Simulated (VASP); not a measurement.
KRe3W:

```
K Re W
1.0
     4.49374    0.00000    0.00000
     0.00000    4.49374    0.00000
     0.00000    0.00000    4.49374
K Re W
1 3 1
Direct
  0.00000 0.00000 0.00000
  0.00000 0.50000 0.50000
  0.50000 0.00000 0.50000
  0.50000 0.50000 0.00000
  0.50000 0.50000 0.50000
```

| Property | Result |
| --- | --- |
| Program | VASP 6.6.1 |
| Task | relaxation of cell and atoms |
| Functional | PBE |
| Potentials or basis | VASP PAW PBE potentials, release 64 (K_sv, Re, W_sv) |
| Cutoff | 600 eV |
| k mesh | 4 × 4 × 4 |
| Occupations | gaussian, width 0.1 eV |
| Spin | no spin polarisation |

At the start: pressure 50.3 GPa; volume 18.15 Å³/atom.

**Question.** Where does the relaxation end?

**Answer.** Over 6 steps the energy falls by 616.5 meV/atom and the volume is 23.03 Å³/atom (+26.9 %); space group Pm-3m (No. 221, to 0.05 Å).

Step by step:
```
step  energy change (eV)  largest force (eV/Å)  pressure (GPa)  volume (Å³)
   1              0.0000                0.0000           50.29        90.75
   2              4.4613                0.0000          -23.75       188.01
   3             -2.6210                0.0000           -3.99       120.83
   4             -3.0585                0.0000           -2.72       117.71
   5             -3.0511                0.0000            3.47       112.06
   6             -3.0824                0.0000           -0.13       115.13
```

Final structure:
```
CELL_PARAMETERS angstrom
4.86483 0.00000 0.00000
0.00000 4.86483 0.00000
0.00000 0.00000 4.86483
ATOMIC_POSITIONS crystal
K 0.00000 0.00000 0.00000
Re 0.00000 0.50000 0.50000
Re 0.50000 0.00000 0.50000
Re 0.50000 0.50000 0.00000
W 0.50000 0.50000 0.50000
```

Caveat: the volume moved by over 15 % at a fixed basis, so the end points are rough.
